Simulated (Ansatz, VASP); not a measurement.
In in VASP and in Ansatz

```
In
1.0
     0.00000    3.23184    3.23184
     3.23184    0.00000    3.23184
     3.23184    3.23184    0.00000
In
2
Cartesian
  0.8080 0.8080 0.8080
  5.6557 5.6557 5.6557
```

Alike in both runs: task single point; functional LDA; k mesh 9 × 9 × 9; occupations fermi-dirac, width 0.1 eV; non-collinear spin, spin-orbit coupling.

|  | VASP | Ansatz |
| --- | --- | --- |
| version | VASP 6.6.1 | Ansatz 0.2.0 |
| potentials or method | VASP PAW LDA potentials, release 64 (In_d), cutoff 520 eV | plane waves (420 eV) with PAW, fully relativistic with spin-orbit coupling |
| valence electrons in the cell | 26 | 26 |

|  | VASP | Ansatz | Ansatz less VASP |
| --- | --- | --- | --- |
| net moment per atom (μB) | 0.00 | 0.00 | 0.000 |

Ansatz warns that its potentials were made for another functional, while VASP's fit it. LDA's correlation is that of Perdew and Zunger in VASP and of Perdew and Wang (1992) in Ansatz.
